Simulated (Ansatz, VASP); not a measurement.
**One calculation of SiC, two programs**

```xyz
2
Lattice="0.0000 2.2187 2.2187 2.2187 0.0000 2.2187 2.2187 2.2187 0.0000" Properties=species:S:1:pos:R:3 pbc="T T T"
Si    0.0000    0.0000    0.0000
C     1.1093    1.1093    1.1093
```

Alike in both runs: task single point; functional PBE; k mesh 18 × 18 × 18; occupations gaussian, width 0.05 eV; no spin polarisation.

|  | VASP | Ansatz |
| --- | --- | --- |
| version | VASP 6.6.1 | Ansatz 0.2.0 |
| potentials or method | VASP PAW PBE potentials, release 64 (Si, C), cutoff 520 eV | scalar-relativistic, plane waves, PAW |
| valence electrons in the cell | 8 | 8 |

|  | VASP | Ansatz | Ansatz less VASP |
| --- | --- | --- | --- |
| gap on the k mesh at the Fermi level (eV) | 1.41 | 1.41 | +0.001 |
| least direct gap on the mesh (eV) | 4.48 | 4.49 | +0.003 |
| pressure (GPa) | -7.7 | -7.7 | +0.03 |
